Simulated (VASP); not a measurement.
Here is a VASP 6.6.1 calculation.

File INCAR:

```
SYSTEM = MgO
ALGO = Normal
EDIFF = 1E-6
ENCUT = 520
GGA = PS
ISIF = 2
ISMEAR = 0
LASPH = .TRUE.
LCHARG = .FALSE.
LREAL = .FALSE.
LWAVE = .FALSE.
NBANDS = 16
NELM = 80
PREC = Accurate
SIGMA = 0.05
```

File KPOINTS:

```
k-points
0
G
  9 9 6
  0 0 0
```

File POSCAR:

```
MgO
1.0
    3.2457000000      0.0000000000      0.0000000000
   -1.6228500000      2.8108586531      0.0000000000
    0.0000000000      0.0000000000      4.7182000000
Mg O
2 2
Direct
    0.3333333333      0.6666666667      0.0036583380
    0.6666666667      0.3333333333      0.5036583380
    0.3333333333      0.6666666667      0.4009416620
    0.6666666667      0.3333333333      0.9009416620
```

Potentials or basis: VASP PAW PBE potentials, release 64 (Mg, O).

The run is started by

```bash
$ cat potpaw_PBE.64/Mg/POTCAR potpaw_PBE.64/O/POTCAR > POTCAR
$ mpirun -np 1 vasp_std > vasp.out
```

Task: Predict the band gap on the k mesh.

Result: 3.82 eV, direct.

Task: What does it give for the pressure?

Result: 13.9 GPa.

Task: Predict the largest force.

Result: 0.843 eV/Å.

Stress tensor (GPa, compression positive):
```
10.39  0.00  0.00
 0.00 10.39  0.00
 0.00  0.00 21.01
```

Caveat: the PAW data sets were made with another functional, which shifts forces and pressure a little. Expect the measured gap to be larger: semilocal functionals such as PBEsol lack the derivative discontinuity.
